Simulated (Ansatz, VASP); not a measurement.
Two plane-wave programs on Ge5P

```
CELL_PARAMETERS angstrom
0.00000 3.88963 3.88963
3.88963 0.00000 3.88963
3.88963 3.88963 0.00000
ATOMIC_POSITIONS crystal
Ge 0.50000 0.50000 0.50000
Ge 0.87523 0.37430 0.87523
Ge 0.87523 0.87523 0.87523
Ge 0.37430 0.87523 0.87523
Ge 0.87523 0.87523 0.37430
P 0.25000 0.25000 0.25000
```

Alike in both runs: functional PBE; k mesh 8 × 8 × 8; occupations gaussian, width 0.1 eV; no spin polarisation.

Ansatz relaxed the structure, and its values are those at the end. VASP's run is a single point on that final structure, the one shown.

|  | VASP | Ansatz |
| --- | --- | --- |
| version | VASP 6.6.1 | Ansatz 0.2.0 |
| potentials or method | VASP PAW PBE potentials, release 64 (Ge_d, P), cutoff 520 eV | scalar-relativistic, plane waves, PAW |
| valence electrons in the cell | 75 | 75 |

Ansatz gave:

| Quantity | Value |
| --- | --- |
| gap on the k mesh at the Fermi level (eV) | none |
| pressure (GPa) | 0.0 |

Problem. Which values does VASP return?

Solution. gap on the k mesh at the Fermi level (eV): none; pressure (GPa): 0.1.

A gap of «none» marks a metal or a gap that the smearing closes. The functional is the same, so the differences come from potentials, cutoffs and numerics.
